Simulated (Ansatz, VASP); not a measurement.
**GaAs: VASP beside Ansatz**

INCAR

```
SYSTEM = GaAs
ALGO = Normal
EDIFF = 1E-6
EDIFFG = -0.002
ENCUT = 600
IBRION = 2
ISIF = 3
ISMEAR = 0
LASPH = .TRUE.
LCHARG = .FALSE.
LREAL = .FALSE.
LWAVE = .FALSE.
NELM = 80
NSW = 100
PREC = Accurate
SIGMA = 0.02
```

The input KPOINTS:

```
k-points
0
G
  10 10 10
  0 0 0
```

The input POSCAR:

```
GaAs
1.0
    0.0000000000      2.8015691422      2.8015691422
    2.8015691422      0.0000000000      2.8015691422
    2.8015691422      2.8015691422      0.0000000000
Ga As
1 1
Direct
    0.0000000000      0.0000000000      0.0000000000
    0.7500000000      0.7500000000      0.7500000000
```

Input for Ansatz:

```yaml
crystal:
  lattice:
    - [0.0, 2.8015691422, 2.8015691422]
    - [2.8015691422, 0.0, 2.8015691422]
    - [2.8015691422, 2.8015691422, 0.0]
  atoms:
    - { symbol: Ga, position: [0.0, 0.0, 0.0] }
    - { symbol: As, position: [0.75, 0.75, 0.75] }
basis:
  ecutwfc: 420
kpoints:
  mp_grid: { grid: [10, 10, 10] }
hamiltonian:
  xc: lda
  pseudopotentials: { kind: paw, azcp: { folder: soft_1 } }
scf:
  occupations: { method: gaussian, width: 0.02 }
output:
  forces: true
  stress: true
  eigenvalues: true
relax:
  adjacent_minimum: "off"
  f_tol: 0.002
  max_steps: 80
  cell: { stress_tol: 0.02 }
```

Alike in both runs: task relaxation of cell and atoms; functional LDA; k mesh 10 × 10 × 10; occupations gaussian, width 0.02 eV; no spin polarisation.

|  | VASP | Ansatz |
| --- | --- | --- |
| version | VASP 6.6.1 | Ansatz 0.2.0 |
| potentials or method | VASP PAW LDA potentials, release 64 (Ga_d, As), cutoff 600 eV | scalar-relativistic, plane waves, PAW |
| valence electrons in the cell | 18 | 28 |

```tsv
	VASP	Ansatz	Ansatz less VASP
gap on the k mesh at the Fermi level, each at its own relaxed structure (eV)	0.51	0.49	-0.015
relaxed volume (Å³/atom)	22.08	21.99	-0.088
relaxed cell length with the largest relative difference (Å)	3.967	3.962	-0.0053
```

Ansatz warns that its potentials were made for another functional, while VASP's fit it. LDA's correlation is that of Perdew and Zunger in VASP and of Perdew and Wang (1992) in Ansatz. VASP's potentials hold 18 valence electrons a cell and Ansatz's 28, so a difference there can come from the potentials and not from the codes.
